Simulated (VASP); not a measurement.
Runs of VASP 6.6.1 on SiC. It takes space group Fm-3m (No. 225, cubic). The conventional cell has a = 4.028 Å, b = 4.028 Å, c = 4.028 Å, α = 90.00°, β = 90.00°, γ = 90.00°. Si (site symmetry m-3m) has 6 C at 2.01 Å within 2.7 Å. Within 2.7 Å of C (site symmetry m-3m) lie 6 Si at 2.01 Å. 

```tsv
level	potentials or basis	spin	k mesh	cutoff (eV)	smearing	grid for exact exchange (PRECFOCK)	share of exact exchange	screening parameter	gap on the mesh (eV)	pressure (GPa)
PBE-based screened hybrid	VASP PAW PBE potentials, release 64 (Si, C)	off	6 × 6 × 6	520	fermi-dirac 0.02 eV	Normal	0.2	0.5 1/Å	none	0.3
PBE	VASP PAW PBE potentials, release 64 (Si, C)	off	8 × 8 × 8	600	gaussian 0.2 eV	-	-	-	none	5.8
HSE06	VASP PAW PBE potentials, release 64 (Si, C)	off	6 × 6 × 6	520	methfessel-paxton 0.05 eV	Normal	-	0.2079 1/Å	none	-3.2
PBE-based screened hybrid	VASP PAW PBE potentials, release 64 (Si, C)	off	6 × 6 × 6	520	fermi-dirac 0.02 eV	Normal	0.1	0.3 1/Å	none	2.0
PBE-based screened hybrid	VASP PAW PBE potentials, release 64 (Si, C)	off	6 × 6 × 6	520	fermi-dirac 0.02 eV	Normal	0.05	0.5 1/Å	none	(a)
LDA	VASP PAW LDA potentials, release 64 (Si, C)	off	8 × 8 × 8	600	fermi-dirac 0.02 eV	-	-	-	none	(b)
PBE	VASP PAW PBE potentials, release 64 (Si, C)	off	8 × 8 × 8	520	fermi-dirac 0.02 eV	-	-	-	none	6.3
PBE	VASP PAW PBE potentials, release 64 (Si, C)	collinear, zero start	8 × 8 × 8	520	fermi-dirac 0.02 eV	-	-	-	none	6.3
PBE	VASP PAW PBE potentials, release 64 (Si, C)	off	8 × 8 × 8	600	fermi-dirac 0.2 eV	-	-	-	none	6.7
PBE	VASP PAW PBE potentials, release 64 (Si, C)	off	8 × 8 × 8	600	methfessel-paxton 0.5 eV	-	-	-	none	5.8
```

Alike in all rows: task single point; cell as given.

Problem. Estimate the missing entries.

Solution. (a) 3.9; (b) -3.1.

Caveats: some runs use coarse meshes; the PAW data sets were made with another functional, which shifts forces and pressure a little (some runs).

A gap of «none» marks levels without a gap at the run's occupations.
